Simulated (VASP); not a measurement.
# Cd (P-1) in VASP: single point with PBEsol

Aim: the single point of Cd with PBEsol.

All numbers are computed with VASP 6.6.1; they aren't measurements. Logs are shortened: lines on timing, memory, paths and dates and some standing lists are left out, and cuts for length are marked.

## Step 1: The cell of the first run

The typed cell holds 1 atom: a = 3.261 Å, b = 3.303 Å, c = 3.328 Å, α = 57.50°, β = 60.59°, γ = 58.98°.

## Step 2: Single point, PBEsol (the cell strained at random)

INCAR reads:

```
SYSTEM = Cd
ALGO = Fast
EDIFF = 1E-6
ENCUT = 520
GGA = PS
ISIF = 2
ISMEAR = 0
LASPH = .TRUE.
LCHARG = .FALSE.
LREAL = .FALSE.
LWAVE = .FALSE.
NBANDS = 12
NELM = 100
PREC = Accurate
SIGMA = 0.1
```

KPOINTS reads:

```
k-points
0
G
  14 14 14
  0 0 0
```

POSCAR reads:

```
Cd
1.0
    0.0263072560      2.2816997403      2.3303437644
    2.3725551541      0.0595795023      2.2970715181
    2.4144781844      2.2903505244      0.0176564720
Cd
1
Direct
    0.0000000000      0.0000000000      0.0000000000
```

Potentials or basis: VASP PAW PBE potentials, release 64 (Cd).

Command:

```console
$ cat potpaw_PBE.64/Cd/POTCAR > POTCAR
$ mpirun -np 1 vasp_std > vasp.out
```

OUTCAR:

```text
SYSTEM = Cd
   EDIFF = 1E-6
   ENCUT = 520
   GGA = PS
   ISIF = 2
   ISMEAR = 0
   LASPH = .TRUE.
   LREAL = .FALSE.
   NELM = 100
   PREC = Accurate

 ion  position               nearest neighbor table
   1  0.000  0.000  0.000-

  LATTYP: Found a triclinic cell.
 ALAT       =     7.2420247679
 B/A-ratio  =     0.6232060875
 C/A-ratio  =     0.4590495879
 COS(alpha) =     0.0056117685
 COS(beta)  =     0.2421261507
 COS(gamma) =     0.9444758425

  Lattice vectors:

 A1 = (  -2.4827084707,  -6.8028212868,  -0.0685851903)
 A2 = (  -0.0682302863,  -4.5124707624,  -0.0509287183)
 A3 = (  -2.3881709284,  -0.0086507841,   2.3126872924)

Analysis of symmetry for initial positions (statically):
=====================================================================
 Subroutine PRICEL returns:
 Original cell was already a primitive cell.

 Routine SETGRP: Setting up the symmetry group for a
 triclinic supercell.

 Subroutine GETGRP returns: Found  2 space group operations
 (whereof  2 operations were pure point group operations)
 out of a pool of  2 trial point group operations.

The static configuration has the point symmetry S_2 .

Analysis of symmetry for dynamics (positions and initial velocities):
=====================================================================
 Subroutine PRICEL returns:
 Original cell was already a primitive cell.

 Routine SETGRP: Setting up the symmetry group for a
 triclinic supercell.

 Subroutine GETGRP returns: Found  2 space group operations
 (whereof  2 operations were pure point group operations)
 out of a pool of  2 trial point group operations.

The dynamic configuration has the point symmetry S_2 .

 Subroutine INISYM returns: Found  2 space group operations
 (whereof  2 operations are pure point group operations),
 and found     1 'primitive' translations

----------------------------------------------------------------------------------------

                                     Primitive cell

  volume of cell :      24.7487

  direct lattice vectors                    reciprocal lattice vectors
     0.026307256  2.281699740  2.330343764    -0.212538402  0.222409273  0.213753923
     2.372555154  0.059579502  2.297071518     0.214032231 -0.227329193  0.220167671
     2.414478184  2.290350524  0.017656472     0.206167955  0.220958746 -0.218673843

  length of vectors
     3.261494724  3.302893464  3.328020760     0.374605388  0.382049946  0.373023113

  position of ions in fractional coordinates (direct lattice)
     0.000000000  0.000000000  0.000000000

  ion indices of the primitive-cell ions
   primitive index   ion index
                 1           1

----------------------------------------------------------------------------------------

 KPOINTS: k-points

Automatic generation of k-mesh.
 Grid dimensions read from file:
 generate k-points for:   14   14   14

 Generating k-lattice:

  Cartesian coordinates                     Fractional coordinates (reciprocal lattice)
    -0.015181314  0.015886377  0.015268137     0.071428571  0.000000000  0.000000000
     0.015288017 -0.016237800  0.015726262     0.000000000  0.071428571  0.000000000
     0.014726282  0.015782768 -0.015619560     0.000000000  0.000000000  0.071428571

  Length of vectors
     0.026757528  0.027289282  0.026644508

  Shift w.r.t. Gamma in fractional coordinates (k-lattice)
     0.000000000  0.000000000  0.000000000

 Subroutine IBZKPT returns following result:
 ===========================================

 Found   1376 irreducible k-points:

 Following reciprocal coordinates:
            Coordinates               Weight
  0.000000  0.000000  0.000000      1.000000
  0.071429  0.000000  0.000000      2.000000
  0.142857  0.000000  0.000000      2.000000
  0.214286  0.000000  0.000000      2.000000
  0.285714  0.000000  0.000000      2.000000
  0.357143  0.000000  0.000000      2.000000
[... 16 lines left out ...]
  0.000000  0.142857 -0.000000      2.000000
  0.071429  0.142857 -0.000000      2.000000
 [... further k-points ...]
   k-points           NKPTS =   1376   k-points in BZ     NKDIM =   1376   number of bands    NBANDS=     12
   number of dos      NEDOS =    301   number of ions     NIONS =      1
   total plane-waves  NPLWV =  18816
   dimension x,y,z NGX =    24 NGY =   28 NGZ =   28
   dimension x,y,z NGXF=    48 NGYF=   56 NGZF=   56
   ions per type =               1
   NGX,Y,Z   is equivalent  to a cutoff of  12.23, 14.09, 13.99 a.u.
   NGXF,Y,Z  is equivalent  to a cutoff of  24.47, 28.19, 27.97 a.u.
 SYSTEM =  Cd
   PREC   = accura    normal or accurate (medium, high low for compatibility)
   ISTART =      0    job   : 0-new  1-cont  2-samecut
   ICHARG =      2    charge: 1-file 2-atom 10-const
   ISPIN  =      1    spin polarized calculation?
   LNONCOLLINEAR =      F non collinear calculations
   LSORBIT =      F    spin-orbit coupling
   LASPH  =      T    aspherical Exc in radial PAW
   ENCUT  =  520.0 eV  38.22 Ry    6.18 a.u.   6.06  6.14  6.19*2*pi/ulx,y,z
   NELM   =    100;   NELMIN=  2; NELMDL= -5     # of ELM steps
   EDIFF  = 0.1E-05   stopping-criterion for ELM
   LREAL  =      F    real-space projection
   EDIFFG = 0.1E-04   stopping-criterion for IOM
   NSW    =      0    number of steps for IOM
   IBRION =     -1    ionic relax: 0-MD 1-quasi-New 2-CG
   NFREE  =      0    steps in history (QN), initial steepest desc. (CG)
   ISIF   =      2    stress and relaxation
   ISYM   =      2    0-nonsym 1-usesym 2-fastsym
   POTIM  = 0.5000    time-step for ionic-motion
   TEBEG  =    0.0;   TEEND  =   0.0 temperature during run
   PSTRESS=    0.0 pullay stress
   NELECT =      12.0000    total number of electrons
   NUPDOWN=      -1.0000    fix difference up-down
   EMIN   =  10.00;   EMAX   =-10.00  energy-range for DOS
   EFERMI =   0.00;   METHOD = LEGACY
   ISMEAR =     0;   SIGMA  =   0.10  broadening in eV -4-tet -1-fermi 0-gaus
   EFERMI_NEDOS =   21; number of points for ismear=-14 and -15
   IALGO  =     68    algorithm
   IMIX   =      4    mixing-type and parameters
     AMIX     =   0.40;   BMIX     =  1.00
     AMIX_MAG =   1.60;   BMIX_MAG =  1.00
  volume/ion in A,a.u.               =      24.75       167.01
  Fermi-wavevector in a.u.,A,eV,Ry     =   1.286129  2.430431 22.505773  1.654128
  Thomas-Fermi vector in A             =   2.418222
   LORBIT       =      0    0 simple, 1 ext, 2 COOP (PROOUT), +10 PAW based schemes
   GGA     = PS    functional components
   LHFCALC =     F    Hartree Fock is set to
   AEXX    =    0.0000 exact exchange contribution
   IVDW    =     0    specifies the selected vdW correction
   LEPSILON=     F    determine dielectric tensor
   LRPA    =     F    only Hartree local field effects (RPA)
 non-spin polarized calculation
 RMM-DIIS sequential band-by-band and
 Gauss-broadening in eV      SIGMA  =   0.10
  energy-cutoff  :      520.00
  volume of cell :       24.75
 maximum number of plane-waves:       679
   NGX = 13   NGY = 13   NGZ = 13

 number of electron      12.0000003 magnetization

 Free energy of the ion-electron system (eV)
  ---------------------------------------------------
  ext. energy  EPLUGINS =         0.00000000
  ---------------------------------------------------
  free energy    TOTEN  =        -1.10682866 eV

  energy without entropy =       -1.10483533  energy(sigma->0) =       -1.10583199

 E-fermi :   1.7712     XC(G=0): -10.5117

 val. band max:        1.7701132444   @ k =  -0.3571  -0.3571   0.2857
 cond. band min:       1.7746323546   @ k =  -0.4286  -0.4286   0.1429
 fundamental gap:      0.0045191102
 Fermi energy:         1.7712309238

 k-point     1 :       0.0000    0.0000    0.0000
  band No.  band energies     occupation
      1      -7.0483      2.00000
      2      -6.9660      2.00000
      3      -6.8786      2.00000
      4      -6.6664      2.00000
      5      -6.5590      2.00000
      6      -6.1252      2.00000
      7      14.7824      0.00000
      8      15.2269      0.00000
      9      15.4651      0.00000
     10      16.3315      0.00000
     11      18.2535      0.00000
     12      18.6758      0.00000

 k-point     2 :       0.0714    0.0000    0.0000
  band No.  band energies     occupation
      1      -7.0402      2.00000
      2      -6.9593      2.00000
      3      -6.8689      2.00000
      4      -6.6678      2.00000
      5      -6.5648      2.00000
      6      -6.0050      2.00000
      7      13.8297      0.00000
      8      14.6182      0.00000
      9      15.1762      0.00000
     10      16.1316      0.00000
     11      18.6345      0.00000
     12      19.0653      0.00000

 k-point     3 :       0.1429    0.0000    0.0000
  band No.  band energies     occupation
      1      -7.0421      2.00000
      2      -6.9519      2.00000
      3      -6.8354      2.00000
      4      -6.6606      2.00000
      5      -6.5740      2.00000
      6      -5.6299      2.00000
      7      11.2875      0.00000
      8      14.1864      0.00000
      9      14.9837      0.00000
     10      15.8084      0.00000
     11      18.6625      0.00000
     12      19.6009      0.00000

 k-point     4 :       0.2143    0.0000    0.0000
  band No.  band energies     occupation
      1      -7.0912      2.00000
      2      -6.9519      2.00000
      3      -6.8043      2.00000
      4      -6.6138      2.00000
      5      -6.5588      2.00000
      6      -4.9879      2.00000
      7       8.7389      0.00000
      8      13.6642      0.00000
      9      14.6818      0.00000
     10      15.5274      0.00000
     11      17.8878      0.00000
     12      19.3079      0.00000

 k-point     5 :       0.2857    0.0000    0.0000
  band No.  band energies     occupation
      1      -7.1669      2.00000
      2      -6.9735      2.00000
      3      -6.8110      2.00000
      4      -6.5257      2.00000
      5      -6.4939      2.00000
      6      -4.0831      2.00000
      7       6.3144      0.00000
      8      13.1594      0.00000
      9      14.3538      0.00000
     10      15.2435      0.00000
     11      17.1838      0.00000
     12      18.7617      0.00000
[... 228 lines left out ...]
      1      -7.0437      2.00000
      2      -6.9176      2.00000
      3      -6.8255      2.00000
      4      -6.6823      2.00000
      5      -6.5730      2.00000
      6      -5.3176      2.00000
      7      10.4769      0.00000
      8      13.1459      0.00000
      9      15.0982      0.00000
     10      15.9825      0.00000
     11      17.3544      0.00000
     12      19.0827      0.00000

 k-point    22 :      -0.0714    0.0714   -0.0000
  band No.  band energies     occupation
      1      -7.0285      2.00000
      2      -6.9186      2.00000
      3      -6.8708      2.00000
      4      -6.6836      2.00000
      5      -6.5737      2.00000
      6      -5.7927      2.00000
      7      13.0479      0.00000
      8      13.8067      0.00000
      9      15.1589      0.00000
     10      15.6049      0.00000
     11      18.1660      0.00000
     12      18.5669      0.00000

 k-point    23 :       0.0000    0.1429   -0.0000
  band No.  band energies     occupation
      1      -7.0026      2.00000
      2      -6.9159      2.00000
      3      -6.8772      2.00000
      4      -6.6741      2.00000
      5      -6.5860      2.00000
      6      -5.6175      2.00000
      7      11.9529      0.00000
      8      14.3533      0.00000
      9      14.5538      0.00000
     10      15.1111      0.00000
     11      18.5959      0.00000
     12      19.4327      0.00000

 k-point    24 :       0.0714    0.1429   -0.0000
  band No.  band energies     occupation
      1      -6.9963      2.00000
      2      -6.9528      2.00000
      3      -6.8441      2.00000
      4      -6.6895      2.00000
      5      -6.5810      2.00000
      6      -5.6639      2.00000
      7      12.9248      0.00000
      8      13.3285      0.00000
      9      14.0709      0.00000
     10      15.7398      0.00000
     11      18.1715      0.00000
     12      19.4335      0.00000

 [... further k-points ...]
[... 5 lines left out ...]
  --------------------------------------------------------------------------------------
  -------------------------------------------------------------------------------------
  Total       -1.0239438     -0.7784660     -0.8702549      0.0135455     -0.0091225      0.0129838
  in kB      -66.2879368    -50.3962293    -56.3384420      0.8769087     -0.5905730      0.8405443
  external PRESSURE =     -57.6742027 kB  Pullay stress =       0.0000000 kB

 VOLUME and BASIS-vectors are now :
 -----------------------------------------------------------------------------
  energy-cutoff  :      520.00
  volume of cell :       24.75
      direct lattice vectors                 reciprocal lattice vectors
     0.026307256  2.281699740  2.330343764    -0.212538402  0.222409273  0.213753923
     2.372555154  0.059579502  2.297071518     0.214032231 -0.227329193  0.220167671
     2.414478184  2.290350524  0.017656472     0.206167955  0.220958746 -0.218673843

 POSITION                                       TOTAL-FORCE (eV/Angst)
 -----------------------------------------------------------------------------------
      0.00000      0.00000      0.00000         0.000000      0.000000      0.000000
 -----------------------------------------------------------------------------------
    total drift:                               -0.000000     -0.000000      0.000000

  FREE ENERGIE OF THE ION-ELECTRON SYSTEM (eV)
  ---------------------------------------------------
  free  energy   TOTEN  =        -1.1068286629 eV

  energy  without entropy=       -1.1048353251  energy(sigma->0) =       -1.10583199
```

Wall time 2.2 min (1 thread of Intel Xeon 6975P-C (Granite Rapids), shared host); peak memory 0.47 GiB.

Results:

```
Free energy            : -1.1068 eV
Pressure               : -5.8 GPa
Band gap on the k mesh : zero (bands 6 and 7 overlap by 3.20 eV)
```

Caveat: the cell differs from its parent crystal (the cell strained at random); the cell stands under tension; the PAW data sets were made with another functional, which shifts forces and pressure a little.
